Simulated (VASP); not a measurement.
# KSi16 (a cell with a defect) in VASP: single point with LDA

Aim: the single point of KSi16 (a cell with a defect) with LDA.

Program: VASP 6.6.1. These are calculated values, not measurements. Logs are shortened: lines on timing, memory, paths and dates and some standing lists are left out, and cuts for length are marked.

## 1. The cell of the first run

The cell holds a defect, 17 atoms: a = 7.640 Å, b = 7.640 Å, c = 7.640 Å, α = 60.00°, β = 60.00°, γ = 60.00°.

## 2. Single point, LDA

Contents of INCAR:

```
ALGO = Normal
EDIFF = 1E-6
ENCUT = 520
ISIF = 2
ISMEAR = 0
LASPH = True
LCHARG = False
LREAL = Auto
LWAVE = False
NBANDS = 50
NELECT = 72.0
NELM = 100
PREC = Accurate
SIGMA = 0.02
```

Contents of KPOINTS:

```
k-points
0
Gamma
  3 3 3
```

Contents of POSCAR:

```
KSi16
1.0
    0.0000000000      5.4019422760     -5.4019422760
    5.4019422760      5.4019422760      0.0000000000
    5.4019422760      0.0000000000     -5.4019422760
Si K
16 1
Direct
    0.1322227198      0.1186859221      0.1304015230
    0.1254235913      0.6254666983      0.1236386777
    0.6186846933      0.1187052670      0.1304116120
    0.6186771034      0.6322122351      0.1304127227
    0.1322606691      0.1186912905      0.6168567396
    0.1322553932      0.6322085327      0.6168518340
    0.6254792864      0.1254496930      0.6236793782
    0.6187101471      0.6322108467      0.6168852479
    0.2499839745      0.7499965370      0.2481600009
    0.2499883248      0.2518502476      0.2481608339
    0.7518069969      0.7500033864      0.2481901752
    0.7437942308      0.2437935159      0.2686303233
    0.2500117423      0.7499874662      0.7500163447
    0.2704380990      0.2437976810      0.7419827527
    0.7438263489      0.7704075289      0.7419829378
    0.7438427319      0.2438088807      0.7419926566
   -0.1245223413      0.3754509760     -0.1263407614
```

Potentials or basis: VASP PAW LDA potentials, release 64 (Si, K_sv).

Run with:

```sh
$ cat potpaw_LDA.64/Si/POTCAR potpaw_LDA.64/K_sv/POTCAR > POTCAR
$ mpirun -np 1 vasp_std > vasp.out
```

OUTCAR:

```text
EDIFF = 1E-6
   ENCUT = 520
   ISIF = 2
   ISMEAR = 0
   LASPH = True
   LREAL = Auto
   NELECT = 72.0
   NELM = 100
   PREC = Accurate

 ion  position               nearest neighbor table
   1  0.132  0.119  0.130-  10 2.30   9 2.30  14 2.42  12 2.42  17 2.77
   2  0.125  0.625  0.124-   9 2.33  10 2.33  11 2.33  13 2.33
   3  0.619  0.119  0.130-  10 2.30  11 2.30  12 2.42  16 2.42  17 2.77
   4  0.619  0.632  0.130-   9 2.30  11 2.30  12 2.42  15 2.42  17 2.77
   5  0.132  0.119  0.617-  10 2.30  13 2.30  14 2.42  16 2.42  17 2.77
   6  0.132  0.632  0.617-   9 2.30  13 2.30  14 2.42  15 2.42  17 2.77
   7  0.625  0.125  0.624-  16 2.21  14 2.21  15 2.21  12 2.21
   8  0.619  0.632  0.617-  11 2.30  13 2.30  16 2.42  15 2.42  17 2.77
   9  0.250  0.750  0.248-   1 2.30   6 2.30   4 2.30   2 2.33
  10  0.250  0.252  0.248-   1 2.30   5 2.30   3 2.30   2 2.33
  11  0.752  0.750  0.248-   8 2.30   4 2.30   3 2.30   2 2.33
  12  0.744  0.244  0.269-   7 2.21   3 2.42   4 2.42   1 2.42  17 2.46
  13  0.250  0.750  0.750-   8 2.30   6 2.30   5 2.30   2 2.33
  14  0.270  0.244  0.742-   7 2.21   5 2.42   6 2.42   1 2.42  17 2.46
  15  0.744  0.770  0.742-   7 2.21   8 2.42   6 2.42   4 2.42  17 2.46
  16  0.744  0.244  0.742-   7 2.21   8 2.42   5 2.42   3 2.42  17 2.46
  17  0.875  0.375  0.874-  16 2.46  15 2.46  14 2.46  12 2.46   1 2.77   4 2.77   6 2.77   3 2.77
                             8 2.77   5 2.77

  LATTYP: Found a face centered cubic cell.
 ALAT       =    10.8038845520

  Lattice vectors:

 A1 = (   0.0000000000,   5.4019422760,  -5.4019422760)
 A2 = (   5.4019422760,   5.4019422760,   0.0000000000)
 A3 = (   5.4019422760,   0.0000000000,  -5.4019422760)

Analysis of symmetry for initial positions (statically):
=====================================================================
 Subroutine PRICEL returns:
 Original cell was already a primitive cell.

 Routine SETGRP: Setting up the symmetry group for a
 face centered cubic supercell.

 Subroutine GETGRP returns: Found  1 space group operations
 (whereof  1 operations were pure point group operations)
 out of a pool of 48 trial point group operations.

The static configuration has the point symmetry C_1 .

Analysis of symmetry for dynamics (positions and initial velocities):
=====================================================================
 Subroutine PRICEL returns:
 Original cell was already a primitive cell.

 Routine SETGRP: Setting up the symmetry group for a
 face centered cubic supercell.

 Subroutine GETGRP returns: Found  1 space group operations
 (whereof  1 operations were pure point group operations)
 out of a pool of 48 trial point group operations.

The dynamic configuration has the point symmetry C_1 .

 Subroutine INISYM returns: Found  1 space group operations
 (whereof  1 operations are pure point group operations),
 and found     1 'primitive' translations

----------------------------------------------------------------------------------------

                                     Primitive cell

  volume of cell :     315.2679

  direct lattice vectors                    reciprocal lattice vectors
     0.000000000  5.401942276 -5.401942276    -0.092559301  0.092559301 -0.092559301
     5.401942276  5.401942276  0.000000000     0.092559301  0.092559301  0.092559301
     5.401942276  0.000000000 -5.401942276     0.092559301 -0.092559301 -0.092559301

  length of vectors
     7.639500030  7.639500030  7.639500030     0.160317412  0.160317412  0.160317412

  position of ions in fractional coordinates (direct lattice)
     0.132222720  0.118685922  0.130401523
     0.125423591  0.625466698  0.123638678
     0.618684693  0.118705267  0.130411612
     0.618677103  0.632212235  0.130412723
     0.132260669  0.118691291  0.616856740
     0.132255393  0.632208533  0.616851834
[... 9 lines left out ...]
     0.743842732  0.243808881  0.741992657
     0.875477659  0.375450976  0.873659239

  ion indices of the primitive-cell ions
   primitive index   ion index
                 1           1
                 2           2
                 3           3
                 4           4
                 5           5
                 6           6
[... 9 lines left out ...]
                16          16
                17          17

----------------------------------------------------------------------------------------

 KPOINTS: k-points

Automatic generation of k-mesh.
 Grid dimensions read from file:
 generate k-points for:    3    3    3

 Generating k-lattice:

  Cartesian coordinates                     Fractional coordinates (reciprocal lattice)
    -0.030853100  0.030853100 -0.030853100     0.333333333  0.000000000  0.000000000
     0.030853100  0.030853100  0.030853100     0.000000000  0.333333333  0.000000000
     0.030853100 -0.030853100 -0.030853100     0.000000000  0.000000000  0.333333333

  Length of vectors
     0.053439137  0.053439137  0.053439137

  Shift w.r.t. Gamma in fractional coordinates (k-lattice)
     0.000000000  0.000000000  0.000000000

 Subroutine IBZKPT returns following result:
 ===========================================

 Found     14 irreducible k-points:

 Following reciprocal coordinates:
            Coordinates               Weight
  0.000000  0.000000  0.000000      1.000000
  0.333333  0.000000  0.000000      2.000000
  0.000000  0.333333  0.000000      2.000000
  0.000000  0.000000  0.333333      2.000000
  0.333333  0.333333  0.333333      2.000000
  0.333333  0.333333  0.000000      2.000000
  0.000000  0.333333  0.333333      2.000000
  0.333333  0.000000  0.333333      2.000000
 -0.333333  0.333333  0.000000      2.000000
  0.000000 -0.333333  0.333333      2.000000
  0.333333  0.000000 -0.333333      2.000000
  0.333333  0.333333 -0.333333      2.000000
 -0.333333  0.333333 -0.333333      2.000000
  0.333333 -0.333333 -0.333333      2.000000
   k-points           NKPTS =     14   k-points in BZ     NKDIM =     14   number of bands    NBANDS=     50
   number of dos      NEDOS =    301   number of ions     NIONS =     17
   total plane-waves  NPLWV = 216000
   dimension x,y,z NGX =    60 NGY =   60 NGZ =   60
   dimension x,y,z NGXF=   120 NGYF=  120 NGZF=  120
   ions per type =              16   1
   NGX,Y,Z   is equivalent  to a cutoff of  13.06, 13.06, 13.06 a.u.
   NGXF,Y,Z  is equivalent  to a cutoff of  26.11, 26.11, 26.11 a.u.
 SYSTEM =  unknown system
   PREC   = accura    normal or accurate (medium, high low for compatibility)
   ISTART =      0    job   : 0-new  1-cont  2-samecut
   ICHARG =      2    charge: 1-file 2-atom 10-const
   ISPIN  =      1    spin polarized calculation?
   LNONCOLLINEAR =      F non collinear calculations
   LSORBIT =      F    spin-orbit coupling
   LASPH  =      T    aspherical Exc in radial PAW
   ENCUT  =  520.0 eV  38.22 Ry    6.18 a.u.  14.20 14.20 14.20*2*pi/ulx,y,z
   NELM   =    100;   NELMIN=  2; NELMDL= -5     # of ELM steps
   EDIFF  = 0.1E-05   stopping-criterion for ELM
   LREAL  =      T    real-space projection
   EDIFFG = 0.1E-04   stopping-criterion for IOM
   NSW    =      0    number of steps for IOM
   IBRION =     -1    ionic relax: 0-MD 1-quasi-New 2-CG
   NFREE  =      0    steps in history (QN), initial steepest desc. (CG)
   ISIF   =      2    stress and relaxation
   ISYM   =      2    0-nonsym 1-usesym 2-fastsym
   POTIM  = 0.5000    time-step for ionic-motion
   TEBEG  =    0.0;   TEEND  =   0.0 temperature during run
   PSTRESS=    0.0 pullay stress
   NELECT =      72.0000    total number of electrons
   NUPDOWN=      -1.0000    fix difference up-down
   EMIN   =  10.00;   EMAX   =-10.00  energy-range for DOS
   EFERMI =   0.00;   METHOD = LEGACY
   ISMEAR =     0;   SIGMA  =   0.02  broadening in eV -4-tet -1-fermi 0-gaus
   EFERMI_NEDOS =   21; number of points for ismear=-14 and -15
   IALGO  =     38    algorithm
   IMIX   =      4    mixing-type and parameters
     AMIX     =   0.40;   BMIX     =  1.00
     AMIX_MAG =   1.60;   BMIX_MAG =  1.00
  volume/ion in A,a.u.               =      18.55       125.15
  Fermi-wavevector in a.u.,A,eV,Ry     =   1.000673  1.890999 13.624159  1.001347
  Thomas-Fermi vector in A             =   2.133045
   LORBIT       =      0    0 simple, 1 ext, 2 COOP (PROOUT), +10 PAW based schemes
   GGA     = CA    functional components
   LHFCALC =     F    Hartree Fock is set to
   AEXX    =    0.0000 exact exchange contribution
   IVDW    =     0    specifies the selected vdW correction
   LEPSILON=     F    determine dielectric tensor
   LRPA    =     F    only Hartree local field effects (RPA)
 non-spin polarized calculation
 Gauss-broadening in eV      SIGMA  =   0.02
  energy-cutoff  :      520.00
  volume of cell :      315.27
 maximum number of plane-waves:      8492
 NGX is ok and might be reduce to    60
   NGX = 29   NGY = 29   NGZ = 29

 number of electron      72.0000000 magnetization

 Free energy of the ion-electron system (eV)
  ---------------------------------------------------
  ext. energy  EPLUGINS =         0.00000000
  ---------------------------------------------------
  free energy    TOTEN  =       -98.78589167 eV

  energy without entropy =      -98.78589167  energy(sigma->0) =      -98.78589167

 E-fermi :   6.2887     XC(G=0):  -9.8882

 val. band max:        6.1747696468   @ k =   0.0000   0.0000   0.0000
 cond. band min:       6.5082453858   @ k =   0.0000   0.0000   0.0000
 fundamental gap:      0.3334757390
 Fermi energy:         6.2886973451

 k-point     1 :       0.0000    0.0000    0.0000
  band No.  band energies     occupation
      1     -23.5265      2.00000
      2      -8.1428      2.00000
      3      -8.1427      2.00000
      4      -8.1427      2.00000
      5      -5.7515      2.00000
      6      -3.7083      2.00000
[... 40 lines left out ...]
     47       8.6782      0.00000
     48       8.6783      0.00000

 k-point     2 :       0.3333    0.0000    0.0000
  band No.  band energies     occupation
      1     -23.5265      2.00000
      2      -8.1629      2.00000
      3      -8.1431      2.00000
      4      -8.1431      2.00000
      5      -5.3325      2.00000
      6      -4.2745      2.00000
[... 40 lines left out ...]
     47       9.3145      0.00000
     48       9.3146      0.00000

 k-point     3 :       0.0000    0.3333    0.0000
  band No.  band energies     occupation
      1     -23.5265      2.00000
      2      -8.1628      2.00000
      3      -8.1432      2.00000
      4      -8.1431      2.00000
      5      -5.3325      2.00000
      6      -4.2746      2.00000
[... 40 lines left out ...]
     47       9.3146      0.00000
     48       9.3146      0.00000

 k-point     4 :       0.0000    0.0000    0.3333
  band No.  band energies     occupation
      1     -23.5265      2.00000
      2      -8.1628      2.00000
      3      -8.1432      2.00000
      4      -8.1431      2.00000
      5      -5.3325      2.00000
      6      -4.2746      2.00000
[... 448 lines left out ...]
     47       9.7027      0.00000
     48       9.8056      0.00000

 k-point    13 :      -0.3333    0.3333   -0.3333
  band No.  band energies     occupation
      1     -23.5265      2.00000
      2      -8.1627      2.00000
      3      -8.1530      2.00000
      4      -8.1452      2.00000
      5      -4.7305      2.00000
      6      -4.3996      2.00000
[... 40 lines left out ...]
     47       9.7027      0.00000
     48       9.8056      0.00000

 k-point    14 :       0.3333   -0.3333   -0.3333
  band No.  band energies     occupation
      1     -23.5265      2.00000
      2      -8.1628      2.00000
      3      -8.1530      2.00000
      4      -8.1452      2.00000
      5      -4.7305      2.00000
      6      -4.3996      2.00000
[... 40 lines left out ...]
     47       9.7026      0.00000
     48       9.8057      0.00000
 [bands above 48 left out]

------------------------ aborting loop because EDIFF is reached ----------------------------------------

  FORCE on cell =-STRESS in cart. coord.  units (eV):
  Direction    XX          YY          ZZ          XY          YZ          ZX
  --------------------------------------------------------------------------------------
  -------------------------------------------------------------------------------------
  Total        6.6143019      6.6142546      6.6179623      0.0065137     -0.0056389      0.0028426
  in kB       33.6135813     33.6133409     33.6321833      0.0331023     -0.0286567      0.0144461
  external PRESSURE =      33.6197018 kB  Pullay stress =       0.0000000 kB

 VOLUME and BASIS-vectors are now :
 -----------------------------------------------------------------------------
  energy-cutoff  :      520.00
  volume of cell :      315.27
      direct lattice vectors                 reciprocal lattice vectors
     0.000000000  5.401942276 -5.401942276    -0.092559301  0.092559301 -0.092559301
     5.401942276  5.401942276  0.000000000     0.092559301  0.092559301  0.092559301
     5.401942276  0.000000000 -5.401942276     0.092559301 -0.092559301 -0.092559301

 POSITION                                       TOTAL-FORCE (eV/Angst)
 -----------------------------------------------------------------------------------
      1.34556      1.35539     -1.41868         0.000172     -0.000072     -0.023590
      4.04662      4.05627     -1.34542         0.000314     -0.000597     -0.000669
      1.34572      3.98334     -4.04658        -0.000367     -0.023279     -0.000223
      4.11966      6.75723     -4.04654         0.023263      0.000668      0.000195
      3.97339      1.35563     -4.04669        -0.022891     -0.000654      0.000129
      6.74735      4.12959     -4.04663         0.000899      0.022852      0.000332
[... 9 lines left out ...]
      5.32524      5.33524     -8.02640        -0.028058     -0.028089      0.027738
      6.74762      6.75744     -9.44874        -0.002381      0.003061      0.001913
 -----------------------------------------------------------------------------------
    total drift:                                0.001761     -0.001812     -0.002647

  FREE ENERGIE OF THE ION-ELECTRON SYSTEM (eV)
  ---------------------------------------------------
  free  energy   TOTEN  =       -98.7858916708 eV

  energy  without entropy=      -98.7858916708  energy(sigma->0) =      -98.78589167
```

Run time: 7.9 min. Hardware: 1 thread of Intel Xeon 8259CL, shared host; peak memory 0.42 GiB.

Results:

```yaml
Free_energy: -98.7859 eV
Largest_force: 0.048 eV/Å
```

Forces in eV/Å, atoms in the order of the input:
```
Si   0.000  0.000 -0.024
Si   0.000 -0.001 -0.001
Si   0.000 -0.023  0.000
Si   0.023  0.001  0.000
Si  -0.023 -0.001  0.000
Si   0.001  0.023  0.000
Si   0.000 -0.001  0.000
Si   0.000  0.000  0.024
Si   0.001  0.000 -0.001
Si   0.000 -0.001 -0.001
Si   0.001  0.000  0.000
Si   0.027 -0.027 -0.027
Si   0.000  0.000  0.001
Si  -0.027  0.027 -0.027
Si   0.028  0.027  0.027
Si  -0.028 -0.028  0.028
K   -0.002  0.003  0.002
```

Caveat: the cell carries a net charge on a neutralising background, which shifts energy and pressure; the cell is charged against a uniform background, so pressure and absolute levels hang on convention.
